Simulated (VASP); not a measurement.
A run of VASP 6.6.1 is set up as follows.

Contents of POSCAR:

```
BN
1.0
    0.0000000000      1.8984949486      1.8984949486
    1.8984949486      0.0000000000      1.8984949486
    1.8984949486      1.8984949486      0.0000000000
B N
1 1
Direct
    0.0000000000      0.0000000000      0.0000000000
    0.2500000000      0.2500000000      0.2500000000
```

The input INCAR.step1:

```
SYSTEM = BN
PREC = Accurate
ENCUT = 520
ISMEAR = 0
SIGMA = 0.01
LREAL = .FALSE.
LASPH = .TRUE.
NELM = 80
NBANDS = 11
GGA = PE
ALGO = Normal
EDIFF = 1E-4
LWAVE = .TRUE.
LCHARG = .FALSE.
```

Contents of INCAR.step2:

```
SYSTEM = BN
PREC = Accurate
ENCUT = 520
EDIFF = 1E-6
ISMEAR = 0
SIGMA = 0.01
LREAL = .FALSE.
LASPH = .TRUE.
NELM = 80
ALGO = Normal
ISIF = 2
LWAVE = .FALSE.
LCHARG = .FALSE.
METAGGA = R2SCAN
LMIXTAU = .TRUE.
NBANDS = 11
ISTART = 1
```

KPOINTS

```
regular mesh
0
G
  12 12 12
  0 0 0
```

Potentials or basis: VASP PAW PBE potentials, release 64 (B, N).

Run with:

```bash
$ cat potpaw_PBE.64/B/POTCAR potpaw_PBE.64/N/POTCAR > POTCAR
$ cp INCAR.step1 INCAR
$ mpirun -np 1 vasp_std > vasp.out
$ cp INCAR.step2 INCAR
$ mpirun -np 1 vasp_std > vasp.out
```

Task: Predict the band gap on the k mesh.

Result: 4.78 eV, indirect (least direct gap 8.64 eV).

Task: Predict the pressure.

Result: -44.3 GPa.

Caveat: the cell differs from its parent crystal (strain +5.2%); the PAW data sets were made with another functional, which shifts forces and pressure a little. A k mesh can miss the band edges.
